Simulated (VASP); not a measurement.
A run of VASP 6.6.1 is set up as follows.

The input INCAR:

```
SYSTEM = Nb
PREC = Accurate
ENCUT = 520
EDIFF = 1E-6
ISMEAR = -1
SIGMA = 0.05
LREAL = .FALSE.
LASPH = .TRUE.
NELM = 60
ALGO = Normal
ISIF = 2
LWAVE = .FALSE.
LCHARG = .FALSE.
GGA = PS
NBANDS = 20
```

Contents of KPOINTS:

```
regular mesh
0
G
  17 17 9
  0 0 0
```

POSCAR

```
Nb
1.0
    2.7611181416      0.0000000000      0.0000000000
   -1.3805590708      2.3911984534      0.0000000000
    0.0000000000      0.0000000000      5.0234988911
Nb
2
Direct
    0.3333333333      0.6666666667      0.2500000000
    0.6666666667      0.3333333333      0.7500000000
```

Potentials or basis: VASP PAW PBE potentials, release 64 (Nb_sv).

The run is started by

```bash
$ cat potpaw_PBE.64/Nb_sv/POTCAR > POTCAR
$ mpirun -np 1 vasp_std > vasp.out
```

**Question.** Estimate the pressure.

**Answer.** 16.5 GPa.

**Question.** Estimate the band gap on the k mesh.

**Answer.** Zero (band 13 reaches 14.64 eV, above the bottom of band 14 at 11.76 eV).

Caveat: the PAW data sets were made with another functional, which shifts forces and pressure a little.
